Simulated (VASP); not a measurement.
# RbVO2 (P4/mmm) in VASP: a series of runs

RbVO2 is run at these levels: PBE; tasks: single point, relaxation of cell and atoms.

Program: VASP 6.6.1. These are calculated values, not measurements. Logs are shortened: lines on timing, memory, paths and dates and some standing lists are left out, and cuts for length are marked.

**1. The cell of the first run**

Symmetry: P4/mmm, No. 123, tetragonal system. The conventional cell has a = 2.724 Å, b = 2.724 Å, c = 7.325 Å, α = 90.00°, β = 90.00°, γ = 90.00°. Within 3.3 Å of Rb (site symmetry 4/mmm) lie 2 O at 2.53 Å and 4 Rb at 2.72 Å. Within 3.0 Å of V (site symmetry 4/mmm) lie 8 O at 2.23 Å and 4 V at 2.72 Å. O (site symmetry 4mm) has 4 V at 2.23 Å and 5 O at 2.26 to 2.72 Å and 1 Rb at 2.53 Å within 3.0 Å.

The cell was generated, and may not be a known phase.

**2. Single point, PBE, collinear spin, ferromagnetic start**

Input file INCAR:

```
PREC     = Accurate       # precision mode
ENCUT    = 520            # plane-wave cutoff, eV
EDIFF    = 1E-6           # SCF threshold, eV
ISMEAR   = 0              # smearing method
SIGMA    = 0.1            # smearing width, eV
LREAL    = False          # projectors in reciprocal space
LASPH    = True           # aspherical terms in the spheres
NELM     = 150            # most SCF steps
ALGO     = Normal         # electronic algorithm
ISIF     = 2              # what is computed and relaxed
LWAVE    = False          # write WAVECAR
LCHARG   = False          # write CHGCAR
ISPIN    = 2              # spin polarisation
MAGMOM   = 0 2 0 0        # initial moments
LORBIT   = 11             # projections on sites
LMAXMIX  = 4              # l up to which the mixer works
GGA      = PE             # functional
NBANDS   = 29             # bands
```

Input file KPOINTS:

```
Automatic mesh
0
Gamma
  4 4 4
```

Input file POSCAR:

```
RbVO2
1.0
    2.7240326310      0.0000000000      0.0000000000
    0.0000000000      2.7240326310      0.0000000000
    0.0000000000      0.0000000000      7.3252813028
Rb V O
1 1 2
Direct
    0.0000000000      0.0000000000      0.5000000000
    0.5000000000      0.5000000000      0.0000000000
    0.0000000000      0.0000000000      0.8457379400
    0.0000000000      0.0000000000      0.1542620600
```

Potentials or basis: VASP PAW PBE potentials, release 64 (Rb_sv, V_sv, O).

Started as:

```bash
$ cat potpaw_PBE.64/Rb_sv/POTCAR potpaw_PBE.64/V_sv/POTCAR potpaw_PBE.64/O/POTCAR > POTCAR
$ mpirun -np 1 vasp_std > vasp.out
```

OUTCAR:

```text
PREC = Accurate
   ENCUT = 520
   EDIFF = 1E-6
   ISMEAR = 0
   LREAL = False
   LASPH = True
   NELM = 150
   ISIF = 2
   ISPIN = 2
   LORBIT = 11
   GGA = PE

 ion  position               nearest neighbor table
   1  0.000  0.000  0.500-   3 2.53   4 2.53   3 3.72   4 3.72   3 3.72   4 3.72   3 3.72   4 3.72
                             3 3.72   4 3.72   2 4.14   2 4.14   2 4.14   2 4.14   2 4.14   2 4.14
   2  0.500  0.500  0.000-   3 2.23   4 2.23   3 2.23   4 2.23   3 2.23   4 2.23   3 2.23   4 2.23
                             1 4.14   1 4.14   1 4.14   1 4.14   1 4.14   1 4.14   1 4.14   1 4.14
   3  0.000  0.000  0.846-   2 2.23   2 2.23   2 2.23   2 2.23   1 2.53   1 3.72   1 3.72   1 3.72
                             1 3.72
   4  0.000  0.000  0.154-   2 2.23   2 2.23   2 2.23   2 2.23   1 2.53   1 3.72   1 3.72   1 3.72
                             1 3.72

  LATTYP: Found a simple tetragonal cell.
 ALAT       =     2.7240326310
 C/A-ratio  =     2.6891312606

  Lattice vectors:

 A1 = (   2.7240326310,   0.0000000000,   0.0000000000)
 A2 = (   0.0000000000,   2.7240326310,   0.0000000000)
 A3 = (   0.0000000000,   0.0000000000,   7.3252813028)

Analysis of symmetry for initial positions (statically):
=====================================================================
 Subroutine PRICEL returns:
 Original cell was already a primitive cell.

 Routine SETGRP: Setting up the symmetry group for a
 simple tetragonal supercell.

 Subroutine GETGRP returns: Found 16 space group operations
 (whereof 16 operations were pure point group operations)
 out of a pool of 16 trial point group operations.

The static configuration has the point symmetry D_4h.

Analysis of symmetry for dynamics (positions and initial velocities):
=====================================================================
 Subroutine PRICEL returns:
 Original cell was already a primitive cell.

 Routine SETGRP: Setting up the symmetry group for a
 simple tetragonal supercell.

 Subroutine GETGRP returns: Found 16 space group operations
 (whereof 16 operations were pure point group operations)
 out of a pool of 16 trial point group operations.

The dynamic configuration has the point symmetry D_4h.

Analysis of structural, dynamic, and magnetic symmetry:
=====================================================================
 Subroutine PRICEL returns:
 Original cell was already a primitive cell.

 Routine SETGRP: Setting up the symmetry group for a
 simple tetragonal supercell.

 Subroutine GETGRP returns: Found 16 space group operations
 (whereof 16 operations were pure point group operations)
 out of a pool of 16 trial point group operations.

The overall configuration has the point symmetry D_4h.

 Subroutine INISYM returns: Found 16 space group operations
 (whereof 16 operations are pure point group operations),
 and found     1 'primitive' translations

----------------------------------------------------------------------------------------

                                     Primitive cell

  volume of cell :      54.3562

  direct lattice vectors                    reciprocal lattice vectors
     2.724032631  0.000000000  0.000000000     0.367102798  0.000000000  0.000000000
     0.000000000  2.724032631  0.000000000     0.000000000  0.367102798  0.000000000
     0.000000000  0.000000000  7.325281303     0.000000000  0.000000000  0.136513529

  length of vectors
     2.724032631  2.724032631  7.325281303     0.367102798  0.367102798  0.136513529

  position of ions in fractional coordinates (direct lattice)
     0.000000000  0.000000000  0.500000000
     0.500000000  0.500000000  0.000000000
     0.000000000  0.000000000  0.845737940
     0.000000000  0.000000000  0.154262060

  ion indices of the primitive-cell ions
   primitive index   ion index
                 1           1
                 2           2
                 3           3
                 4           4

----------------------------------------------------------------------------------------

 KPOINTS: Automatic mesh

Automatic generation of k-mesh.
 Grid dimensions read from file:
 generate k-points for:    4    4    4

 Generating k-lattice:

  Cartesian coordinates                     Fractional coordinates (reciprocal lattice)
     0.091775699  0.000000000  0.000000000     0.250000000  0.000000000  0.000000000
     0.000000000  0.091775699  0.000000000     0.000000000  0.250000000  0.000000000
     0.000000000  0.000000000  0.034128382     0.000000000  0.000000000  0.250000000

  Length of vectors
     0.091775699  0.091775699  0.034128382

  Shift w.r.t. Gamma in fractional coordinates (k-lattice)
     0.000000000  0.000000000  0.000000000

 Subroutine IBZKPT returns following result:
 ===========================================

 Found     18 irreducible k-points:

 Following reciprocal coordinates:
            Coordinates               Weight
  0.000000  0.000000  0.000000      1.000000
  0.250000  0.000000  0.000000      4.000000
  0.500000  0.000000  0.000000      2.000000
  0.250000  0.250000  0.000000      4.000000
  0.500000  0.250000  0.000000      4.000000
  0.500000  0.500000  0.000000      1.000000
[... 10 lines left out ...]
  0.500000  0.250000  0.500000      4.000000
  0.500000  0.500000  0.500000      1.000000
   k-points           NKPTS =     18   k-points in BZ     NKDIM =     18   number of bands    NBANDS=     29
   number of dos      NEDOS =    301   number of ions     NIONS =      4
   total plane-waves  NPLWV =  21600
   dimension x,y,z NGX =    20 NGY =   20 NGZ =   54
   dimension x,y,z NGXF=    40 NGYF=   40 NGZF=  108
   ions per type =               1   1   2
   NGX,Y,Z   is equivalent  to a cutoff of  12.21, 12.21, 12.26 a.u.
   NGXF,Y,Z  is equivalent  to a cutoff of  24.41, 24.41, 24.51 a.u.
 SYSTEM =  unknown system
   PREC   = accura    normal or accurate (medium, high low for compatibility)
   ISTART =      0    job   : 0-new  1-cont  2-samecut
   ICHARG =      2    charge: 1-file 2-atom 10-const
   ISPIN  =      2    spin polarized calculation?
   LNONCOLLINEAR =      F non collinear calculations
   LSORBIT =      F    spin-orbit coupling
   LASPH  =      T    aspherical Exc in radial PAW
   ENCUT  =  520.0 eV  38.22 Ry    6.18 a.u.   5.06  5.06 13.62*2*pi/ulx,y,z
   NELM   =    150;   NELMIN=  2; NELMDL= -5     # of ELM steps
   EDIFF  = 0.1E-05   stopping-criterion for ELM
   LREAL  =      F    real-space projection
   EDIFFG = 0.1E-04   stopping-criterion for IOM
   NSW    =      0    number of steps for IOM
   IBRION =     -1    ionic relax: 0-MD 1-quasi-New 2-CG
   NFREE  =      0    steps in history (QN), initial steepest desc. (CG)
   ISIF   =      2    stress and relaxation
   ISYM   =      2    0-nonsym 1-usesym 2-fastsym
   POTIM  = 0.5000    time-step for ionic-motion
   TEBEG  =    0.0;   TEEND  =   0.0 temperature during run
   PSTRESS=    0.0 pullay stress
   NELECT =      34.0000    total number of electrons
   NUPDOWN=      -1.0000    fix difference up-down
   EMIN   =  10.00;   EMAX   =-10.00  energy-range for DOS
   EFERMI =   0.00;   METHOD = LEGACY
   ISMEAR =     0;   SIGMA  =   0.10  broadening in eV -4-tet -1-fermi 0-gaus
   EFERMI_NEDOS =   21; number of points for ismear=-14 and -15
   IALGO  =     38    algorithm
   IMIX   =      4    mixing-type and parameters
     AMIX     =   0.40;   BMIX     =  1.00
     AMIX_MAG =   1.60;   BMIX_MAG =  1.00
  volume/ion in A,a.u.               =      13.59        91.70
  Fermi-wavevector in a.u.,A,eV,Ry     =   1.400076  2.645759 26.670300  1.960212
  Thomas-Fermi vector in A             =   2.523072
   LORBIT       =     11    0 simple, 1 ext, 2 COOP (PROOUT), +10 PAW based schemes
   GGA     = PE    functional components
   LHFCALC =     F    Hartree Fock is set to
   AEXX    =    0.0000 exact exchange contribution
   IVDW    =     0    specifies the selected vdW correction
   LEPSILON=     F    determine dielectric tensor
   LRPA    =     F    only Hartree local field effects (RPA)
 spin polarized calculation
 Gauss-broadening in eV      SIGMA  =   0.10
  energy-cutoff  :      520.00
  volume of cell :       54.36
 maximum number of plane-waves:      1480
   NGX = 11   NGY = 11   NGZ = 27

 number of electron      33.9999971 magnetization       1.0000100

 Free energy of the ion-electron system (eV)
  ---------------------------------------------------
  ext. energy  EPLUGINS =         0.00000000
  ---------------------------------------------------
  free energy    TOTEN  =       -23.86362075 eV

  energy without entropy =      -23.85296447  energy(sigma->0) =      -23.85829261

 E-fermi :   6.0777     XC(G=0): -10.8430

 val. band max:        6.0569688247   @ k =   0.2500   0.0000   0.5000
 cond. band min:       6.3837125341   @ k =   0.5000   0.2500   0.0000
 fundamental gap:      0.3267437094
 Fermi energy:         6.0776721542

 spin component 1

 k-point     1 :       0.0000    0.0000    0.0000
  band No.  band energies     occupation
      1     -59.6622      1.00000
      2     -33.5530      1.00000
      3     -33.1964      1.00000
      4     -33.1964      1.00000
      5     -24.8009      1.00000
      6     -13.3019      1.00000
[... 543 lines left out ...]
      6     -12.1924      1.00000
[... 21 lines left out ...]
     28      17.8943      0.00000
     29      17.8943      0.00000
 Fermi energy:         6.0776721542

 spin component 2

 k-point     1 :       0.0000    0.0000    0.0000
  band No.  band energies     occupation
      1     -58.6838      1.00000
      2     -32.3743      1.00000
      3     -32.3743      1.00000
      4     -32.2987      1.00000
      5     -24.7995      1.00000
      6     -13.3213      1.00000
[... 565 lines left out ...]
     28      18.2415      0.00000
     29      18.2415      0.00000

------------------------ aborting loop because EDIFF is reached ----------------------------------------

  FORCE on cell =-STRESS in cart. coord.  units (eV):
  Direction    XX          YY          ZZ          XY          YZ          ZX
  --------------------------------------------------------------------------------------
  -------------------------------------------------------------------------------------
  Total        0.2202084      0.2202084      0.1880439      0.0000000      0.0000000     -0.0000000
  in kB        6.4907613      6.4907613      5.5426945      0.0000000      0.0000000     -0.0000000
  external PRESSURE =       6.1747390 kB  Pullay stress =       0.0000000 kB

 VOLUME and BASIS-vectors are now :
 -----------------------------------------------------------------------------
  energy-cutoff  :      520.00
  volume of cell :       54.36
      direct lattice vectors                 reciprocal lattice vectors
     2.724032631  0.000000000  0.000000000     0.367102798  0.000000000  0.000000000
     0.000000000  2.724032631  0.000000000     0.000000000  0.367102798  0.000000000
     0.000000000  0.000000000  7.325281303     0.000000000  0.000000000  0.136513529

 POSITION                                       TOTAL-FORCE (eV/Angst)
 -----------------------------------------------------------------------------------
      0.00000      0.00000      3.66264         0.000000      0.000000      0.000000
      1.36202      1.36202      0.00000         0.000000      0.000000      0.000000
      0.00000      0.00000      6.19527         0.000000      0.000000      0.005948
      0.00000      0.00000      1.13001         0.000000     -0.000000     -0.005948
 -----------------------------------------------------------------------------------
    total drift:                               -0.000000      0.000000     -0.000000

  FREE ENERGIE OF THE ION-ELECTRON SYSTEM (eV)
  ---------------------------------------------------
  free  energy   TOTEN  =       -23.8636207477 eV

  energy  without entropy=      -23.8529644723  energy(sigma->0) =      -23.85829261

 total charge

# of ion       s       p       d       tot
------------------------------------------
    1        1.955   5.367   0.141   7.463
    2        2.187   6.162   2.868  11.218
    3        1.570   3.380   0.000   4.950
    4        1.570   3.380   0.000   4.950
--------------------------------------------------
tot          7.282  18.290   3.010  28.582

 magnetization (x)

# of ion       s       p       d       tot
------------------------------------------
    1        0.000  -0.000   0.001   0.001
    2        0.010   0.009   0.949   0.968
    3       -0.000  -0.029   0.000  -0.029
    4       -0.000  -0.029   0.000  -0.029
--------------------------------------------------
tot          0.010  -0.048   0.950   0.912
```

Run time: 30 s. Hardware: 1 thread of Intel Xeon 6975P-C (Granite Rapids), shared host; peak memory 0.19 GiB.

What came out:

```yaml
Free_energy: -23.8636 eV
Pressure: 0.6 GPa
Largest_force: 0.006 eV/Å
Net_moment: 1.00 μB per cell
Site_moments: Rb +0.00; V +0.97; O -0.03 μB
Valence_electrons_inside_the_program's_atomic_spheres: Rb 7.46; V 11.22; O 4.95
```

Forces in eV/Å, atoms in the order of the input:
```
Rb   0.000  0.000  0.000
V    0.000  0.000  0.000
O    0.000  0.000  0.006
O    0.000  0.000 -0.006
```

Stress tensor (GPa, compression positive):
```
0.65 0.00 0.00
0.00 0.65 0.00
0.00 0.00 0.55
```

Caveat: the k points lie up to 0.58 Å⁻¹ apart; semilocal functionals often make such compounds metallic where correlation or magnetic order opens a gap, which also shifts bond lengths.

(Continued in part 2 of 2.)
